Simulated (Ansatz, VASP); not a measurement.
# YS in VASP and in Ansatz

```xyz
2
Lattice="0.0000 2.7206 2.7206 2.7206 0.0000 2.7206 2.7206 2.7206 0.0000" Properties=species:S:1:pos:R:3 pbc="T T T"
Y     2.7206    2.7206    2.7206
S     0.0000    0.0000    0.0000
```

Alike in both runs: task single point; functional LDA; k mesh 7 × 7 × 7; no spin polarisation.

|  | VASP | Ansatz |
| --- | --- | --- |
| version | VASP 6.6.1 | Ansatz 0.2.0 |
| potentials or method | VASP PAW LDA potentials, release 64 (Y_sv, S), cutoff 520 eV | plane waves, PAW |
| occupations | methfessel-paxton of order 1, width 0.15 eV | cold, width 0.15 eV |
| valence electrons in the cell | 17 | 17 |

```tsv
	VASP	Ansatz	Ansatz less VASP
pressure (GPa)	-1.3	-1.4	-0.05
```

LDA's correlation is that of Perdew and Zunger in VASP and of Perdew and Wang (1992) in Ansatz.
